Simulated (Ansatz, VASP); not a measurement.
CoMo: VASP beside Ansatz

File INCAR:

```
SYSTEM = CoMo
PREC = Accurate
ENCUT = 520
EDIFF = 1E-7
ISMEAR = -1
SIGMA = 0.05
LREAL = .False.
LASPH = .True.
NELM = 150
ALGO = Normal
ISIF = 2
LWAVE = .False.
LCHARG = .True.
ISPIN = 2
MAGMOM = 2 0
LORBIT = 11
LMAXMIX = 4
LELF = .True.
LVHAR = .True.
NBANDS = 22
```

Contents of KPOINTS:

```
regular mesh
0
Gamma
  14 14 8
  0 0 0
```

POSCAR

```
CoMo
1.0
    2.7391149048      0.0000000000      0.0000000000
   -1.3695574524      2.3721430914      0.0000000000
    0.0000000000      0.0000000000      4.2522140935
Co Mo
1 1
Direct
    0.6666666667      0.3333333333      0.5000000000
    0.3333333333      0.6666666667      0.0000000000
```

Input for Ansatz:

```yaml
crystal:
  lattice:
    - [2.7391149048, 0.0, 0.0]
    - [-1.3695574524, 2.3721430914, 0.0]
    - [0.0, 0.0, 4.2522140935]
  atoms:
    - { symbol: Co, position: [0.6666666667, 0.3333333333, 0.5], spin: 2.0 }
    - { symbol: Mo, position: [0.3333333333, 0.6666666667, 0.0] }
magnetization:
  spin_polarized: true
kpoints:
  mp_grid: { grid: [14, 14, 8] }
scf:
  occupations: { method: fermi_dirac, width: 0.05 }
hamiltonian:
  xc: lda
  pseudopotentials: { kind: paw }
output:
  forces: true
  stress: true
  eigenvalues: true
  populations: true
```

Change from the starting cell: volume scaled by 1.05, PAW files.

Alike in both runs: task single point; functional LDA; k mesh 14 × 14 × 8; occupations fermi-dirac, width 0.05 eV; collinear spin.

|  | VASP | Ansatz |
| --- | --- | --- |
| version | VASP 6.6.1 | Ansatz 0.2.0 |
| potentials or method | VASP PAW LDA potentials, release 64 (Co, Mo_sv) | PAW with Ansatz's default frozen-core files, scalar-relativistic |
| plane-wave cutoff (eV) | 520 | 420 |
| valence electrons in the cell | 23 | 31 |

VASP gave:

```
pressure (GPa)                                                : -22.2
traceless stress, the component that is largest in VASP (GPa) : -0.37
net moment per atom (μB)                                      : 0.21
size of the moment on the site where the two differ most (μB) : 0.47
```

Task: Which values does Ansatz return?

Result: Pressure (GPa): -22.6; traceless stress, the component that is largest in VASP (GPa): 0.18; net moment per atom (μB): 0.23; size of the moment on the site where the two differ most (μB): 0.53.

LDA's correlation is that of Perdew and Zunger in VASP and of Perdew and Wang (1992) in Ansatz. Site moments also hang on the region over which each program counts them. VASP's potentials hold 23 valence electrons a cell and Ansatz's 31, so a difference there can come from the potentials and not from the codes.
